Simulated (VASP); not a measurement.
A run of VASP 6.6.1 is set up as follows.

File INCAR:

```
PREC = Accurate ; ENCUT = 520
EDIFF = 1E-7 ; ISMEAR = 0
SIGMA = 0.15 ; LREAL = F
LASPH = T ; NELM = 80
ALGO = Normal ; ISIF = 2
LWAVE = F ; LCHARG = T
GGA = PE ; LELF = T
LVHAR = T ; NBANDS = 14
```

The input KPOINTS:

```
Automatic mesh
0
Gamma
  18 18 10
```

File POSCAR:

```
TiAl
1.0
    2.8809683428      0.0000000000      0.0000000000
   -1.4404841714      2.4949917724      0.0000000000
    0.0000000000      0.0000000000      4.3695000000
Ti Al
1 1
Direct
    0.0000000000      0.0000000000      0.0000000000
    0.3333333333      0.6666666667      0.5000000000
```

Potentials or basis: VASP PAW PBE potentials, release 64 (Ti_sv, Al).

Launch:

```bash
$ cat potpaw_PBE.64/Ti_sv/POTCAR potpaw_PBE.64/Al/POTCAR > POTCAR
$ mpirun -np 1 vasp_std > vasp.out
```

**Question.** Predict the pressure.

**Answer.** 8.6 GPa.

Stress tensor (GPa, compression positive):
```
 5.24  0.00  0.00
 0.00  5.24  0.00
 0.00  0.00 15.42
```
